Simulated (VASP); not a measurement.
# Au (Fm-3m) in VASP: further runs, part 2 of 3

VASP 6.6.1. Earlier steps stand in the parts before.

### Step 4. Single point, r2SCAN+D4+U

This run uses another cell than the first one, of 17.65 Å³/atom.

POSCAR

```
Au
1.0
    0.0000000000      2.0665066282      2.0665066282
    2.0665066282      0.0000000000      2.0665066282
    2.0665066282      2.0665066282      0.0000000000
Au
1
Direct
    0.0000000000      0.0000000000      0.0000000000
```

INCAR.step1

```
  PREC = Accurate
  ENCUT = 520
  ISMEAR = 1
  SIGMA = 0.1
  LREAL = F
  LASPH = T
  NELM = 150
  LMAXMIX = 4
  LDAU = T
  LDAUTYPE = 2
  LDAUL = 2
  LDAUU = 8
  LDAUJ = 0
  NBANDS = 12
  GGA = PE
  ALGO = Normal
  EDIFF = 1E-4
  LWAVE = T
  LCHARG = F
```

INCAR.step2

```
  PREC = Accurate
  ENCUT = 520
  EDIFF = 1E-6
  ISMEAR = 1
  SIGMA = 0.1
  LREAL = F
  LASPH = T
  NELM = 150
  ALGO = Normal
  ISIF = 2
  LWAVE = F
  LCHARG = T
  LMAXMIX = 4
  LDAU = T
  LDAUTYPE = 2
  LDAUL = 2
  LDAUU = 8
  LDAUJ = 0
  LDAUPRINT = 1
  METAGGA = R2SCAN
  LMIXTAU = T
  IVDW = 13
  VDW_S6 = 1.0
  VDW_S8 = 0.6018749
  VDW_A1 = 0.51559235
  VDW_A2 = 5.77342911
  LELF = T
  LVHAR = T
  NBANDS = 12
  ISTART = 1
```

KPOINTS

```
regular mesh
0
Gamma
  11 11 11
```

Potentials or basis: VASP PAW PBE potentials, release 64 (Au).

Started as:

```sh
$ cat potpaw_PBE.64/Au/POTCAR > POTCAR
$ cp INCAR.step1 INCAR
$ mpirun -np 1 vasp_std > vasp.out
$ cp INCAR.step2 INCAR
$ mpirun -np 1 vasp_std > vasp.out
```

OUTCAR:

```text
PREC = Accurate
   ENCUT = 520
   EDIFF = 1E-6
   ISMEAR = 1
   LREAL = F
   LASPH = T
   NELM = 150
   ISIF = 2
   METAGGA = R2SCAN
   IVDW = 13
   ISTART = 1

 ion  position               nearest neighbor table
   1  0.000  0.000  0.000-

  LATTYP: Found a face centered cubic cell.
 ALAT       =     4.1330132564

  Lattice vectors:

 A1 = (   0.0000000000,   2.0665066282,   2.0665066282)
 A2 = (   2.0665066282,   0.0000000000,   2.0665066282)
[... 577 lines left out ...]
     12      33.5738      0.00000

 [... further k-points ...]

------------------------ aborting loop because EDIFF is reached ----------------------------------------

  DFT-D4 for vdW energy calculation

  Edisp (eV):   -0.22261

  FORCE on cell =-STRESS in cart. coord.  units (eV):
  Direction    XX          YY          ZZ          XY          YZ          ZX
  --------------------------------------------------------------------------------------
  -------------------------------------------------------------------------------------
  Total      -0.57778    -0.57778    -0.57778    -0.00000    -0.00000     0.00000
  in kB     -52.44844   -52.44844   -52.44844    -0.00000    -0.00000     0.00000
  external pressure =      -52.45 kB  Pullay stress =        0.00 kB

 VOLUME and BASIS-vectors are now :
 -----------------------------------------------------------------------------
  energy-cutoff  :      520.00
  volume of cell :       17.65
      direct lattice vectors                 reciprocal lattice vectors
     0.000000000  2.066506628  2.066506628    -0.241954220  0.241954220  0.241954220
     2.066506628  0.000000000  2.066506628     0.241954220 -0.241954220  0.241954220
     2.066506628  2.066506628  0.000000000     0.241954220  0.241954220 -0.241954220

 POSITION                                       TOTAL-FORCE (eV/Angst)
 -----------------------------------------------------------------------------------
      0.00000      0.00000      0.00000         0.000000     -0.000000      0.000000
 -----------------------------------------------------------------------------------
    total drift:                                0.000000      0.000000     -0.000000

  FREE ENERGIE OF THE ION-ELECTRON SYSTEM (eV)
  ---------------------------------------------------
  free  energy   TOTEN  =       -47.3691325589 eV

  energy  without entropy=      -47.3685858179  energy(sigma->0) =      -47.36895031
```

OUTCAR.step1:

```text
PREC = Accurate
   ENCUT = 520
   ISMEAR = 1
   LREAL = F
   LASPH = T
[... 580 lines left out ...]

 POSITION                                       TOTAL-FORCE (eV/Angst)
 -----------------------------------------------------------------------------------
      0.00000      0.00000      0.00000         0.000000      0.000000      0.000000
 -----------------------------------------------------------------------------------
    total drift:                               -0.000000      0.000000     -0.000000

  FREE ENERGIE OF THE ION-ELECTRON SYSTEM (eV)
  ---------------------------------------------------
  free  energy   TOTEN  =         0.3013449303 eV

  energy  without entropy=        0.3012497685  energy(sigma->0) =        0.30131321
```

Run time: 37 s. Hardware: 1 thread of Intel Xeon 8259CL, shared host; peak memory 0.16 GiB.

Results:

- Free energy: -47.3691 eV
- Pressure: -5.2 GPa
- Band gap on the k mesh: zero (an odd number of electrons rules out a gap without spin polarisation)
- Dispersion energy per atom: -0.223 eV

Levels at points of the mesh, in eV from the Fermi level:
```csv
k point,band 4,band 5,band 6,band 7,band 8,band 9
"(0.00, 0.00, 0.00)",-7.01,-5.70,-5.70,15.90,19.69,19.69
```

Eigenvalues of the final occupation matrices:
```
    site  spin  trace               eigenvalues
site 1 d     1   4.63  0.92 0.92 0.92 0.93 0.93
site 1 d     2   4.63  0.92 0.92 0.92 0.93 0.93
```

Caveat: the cell stands under tension; the PAW data sets were made with another functional, which shifts forces and pressure a little; spin-orbit coupling is left out, which moves the levels of the heavy elements; U without spin polarisation on a metal has little footing; the U is typed as a test and isn't derived for this compound.

### Step 5. Relaxation of cell and atoms, r2SCAN+D4+U

This run uses another cell than the first one, of 16.85 Å³/atom.

POSCAR

```
Au
1.0
    0.0000000000      2.0350000000      2.0350000000
    2.0350000000      0.0000000000      2.0350000000
    2.0350000000      2.0350000000      0.0000000000
Au
1
Direct
    0.0000000000      0.0000000000      0.0000000000
```

INCAR.step1

```
PREC = Accurate
ENCUT = 600
ISMEAR = 1
SIGMA = 0.1
LREAL = False
LASPH = True
NELM = 150
LMAXMIX = 4
LDAU = True
LDAUTYPE = 2
LDAUL = 2
LDAUU = 8
LDAUJ = 0
GGA = PE
ALGO = Normal
EDIFF = 1E-4
LWAVE = True
LCHARG = False
```

INCAR.step2

```
PREC = Accurate
ENCUT = 600
EDIFF = 1E-6
ISMEAR = 1
SIGMA = 0.1
LREAL = False
LASPH = True
NELM = 150
ALGO = Normal
ISIF = 3
LWAVE = False
LCHARG = False
LMAXMIX = 4
LDAU = True
LDAUTYPE = 2
LDAUL = 2
LDAUU = 8
LDAUJ = 0
LDAUPRINT = 1
METAGGA = R2SCAN
LMIXTAU = True
IVDW = 13
VDW_S6 = 1.0
VDW_S8 = 0.6018749
VDW_A1 = 0.51559235
VDW_A2 = 5.77342911
IBRION = 2
NSW = 80
EDIFFG = -0.005
ISTART = 1
```

KPOINTS

```
Automatic mesh
0
Gamma
  11 11 11
```

Potentials or basis: VASP PAW PBE potentials, release 64 (Au).

Started as:

```sh
$ cat potpaw_PBE.64/Au/POTCAR > POTCAR
$ cp INCAR.step1 INCAR
$ mpirun -np 1 vasp_std > vasp.out
$ cp INCAR.step2 INCAR
$ mpirun -np 1 vasp_std > vasp.out
```

OUTCAR:

```text
PREC = Accurate
   ENCUT = 600
   EDIFF = 1E-6
   ISMEAR = 1
   LREAL = False
   LASPH = True
   NELM = 150
   ISIF = 3
   METAGGA = R2SCAN
   IVDW = 13
   IBRION = 2
   NSW = 80
   EDIFFG = -0.005
   ISTART = 1

 ion  position               nearest neighbor table
   1  0.000  0.000  0.000-

  LATTYP: Found a face centered cubic cell.
 ALAT       =     4.0700000000

  Lattice vectors:

 A1 = (   0.0000000000,   2.0350000000,   2.0350000000)
 A2 = (   2.0350000000,   0.0000000000,   2.0350000000)
 A3 = (   2.0350000000,   2.0350000000,   0.0000000000)

Analysis of symmetry for initial positions (statically):
=====================================================================
 Subroutine PRICEL returns:
 Original cell was already a primitive cell.

[... 284 lines left out ...]

 Free energy of the ion-electron system (eV)
  ---------------------------------------------------
  ext. energy  EPLUGINS =         0.00000000
  ---------------------------------------------------
  free energy    TOTEN  =       -47.15115552 eV

  energy without entropy =      -47.15140296  energy(sigma->0) =      -47.15123800

 E-fermi :   8.9792     XC(G=0): -13.3851

 val. band max:        8.9676702380   @ k =   0.4545   0.3636   0.0000
 cond. band min:       9.0851269072   @ k =  -0.2727   0.2727   0.0909
 fundamental gap:      0.1174566692
 Fermi energy:         8.9792014867

 k-point     1 :       0.0000    0.0000    0.0000
  band No.  band energies     occupation
      1      -0.4736      2.00000
      2       1.7328      2.00000
      3       1.7329      2.00000
      4       1.7329      2.00000
      5       3.1557      2.00000
      6       3.1557      2.00000
      7      24.8877      0.00000
      8      28.9352      0.00000
      9      28.9352      0.00000
[... 265 lines left out ...]
 k-point    24 :      -0.1818    0.1818    0.0000
  band No.  band energies     occupation
      1       1.2797      2.00000
      2       1.3019      2.00000
      3       2.2736      2.00000
      4       2.6082      2.00000
      5       2.6391      2.00000
      6       5.0783      2.00000
      7      21.1796      0.00000
      8      22.6089      0.00000
      9      27.9828      0.00000

 [... further k-points ...]

------------------------ aborting loop because EDIFF is reached ----------------------------------------

  DFT-D4 for vdW energy calculation

  Edisp (eV):   -0.23107
[... 24 lines left out ...]
  FREE ENERGIE OF THE ION-ELECTRON SYSTEM (eV)
  ---------------------------------------------------
  free  energy   TOTEN  =       -47.3822232093 eV

  energy  without entropy=      -47.3824706484  energy(sigma->0) =      -47.38230569

 reached required accuracy - stopping structural energy minimisation
```

OUTCAR.step1:

```text
PREC = Accurate
   ENCUT = 600
   ISMEAR = 1
   LREAL = False
   LASPH = True
   NELM = 150
[... 506 lines left out ...]

 POSITION                                       TOTAL-FORCE (eV/Angst)
 -----------------------------------------------------------------------------------
      0.00000      0.00000      0.00000         0.000000     -0.000000      0.000000
 -----------------------------------------------------------------------------------
    total drift:                               -0.000000      0.000000      0.000000

  FREE ENERGIE OF THE ION-ELECTRON SYSTEM (eV)
  ---------------------------------------------------
  free  energy   TOTEN  =         0.3125539298 eV

  energy  without entropy=        0.3126277821  energy(sigma->0) =        0.31257855
```

Wall time 62 s (1 thread of Intel Xeon 8259CL, shared host); peak memory 0.16 GiB.

Results:

| Item | Value |
| --- | --- |
| Free energy | -47.3822 eV |
| Relaxed volume | 16.90 Å³/atom |
| Relaxed cell | a = 2.881 Å, b = 2.881 Å, c = 2.881 Å, α = 60.00°, β = 60.00°, γ = 60.00° |
| Space group after relaxing (to 0.1 Å) | Fm-3m (No. 225) |
| Energy gained by relaxing | 0.1 meV/atom |
| Ionic steps | 3 |
| Pressure after relaxing | 0.0 GPa |
| Band gap on the k mesh | zero (an odd number of electrons rules out a gap without spin polarisation) |
| Dispersion energy per atom | -0.231 eV |

Final structure:
```
Au
1.0
     0.00000    2.03685    2.03685
     2.03685    0.00000    2.03685
     2.03685    2.03685    0.00000
Au
1
Direct
  0.00000 0.00000 0.00000
```

Levels at points of the mesh, in eV from the Fermi level:
| k point | band 3 | band 4 | band 5 | band 6 | band 7 | band 8 | band 9 |
| --- | --- | --- | --- | --- | --- | --- | --- |
| (0.00, 0.00, 0.00) | -7.25 | -7.25 | -5.82 | -5.82 | 15.91 | 19.96 | 19.96 |

Eigenvalues of the final occupation matrices:
| site | spin | trace | eigenvalues |
| --- | --- | --- | --- |
| site 1 d | 1 | 4.63 | 0.92 0.92 0.92 0.93 0.93 |
| site 1 d | 2 | 4.63 | 0.92 0.92 0.92 0.93 0.93 |

Caveat: the PAW data sets were made with another functional, which shifts forces and pressure a little; spin-orbit coupling is left out, which moves the levels of the heavy elements; U without spin polarisation on a metal has little footing; the U is typed as a test and isn't derived for this compound.

[end of part 2 of 3]
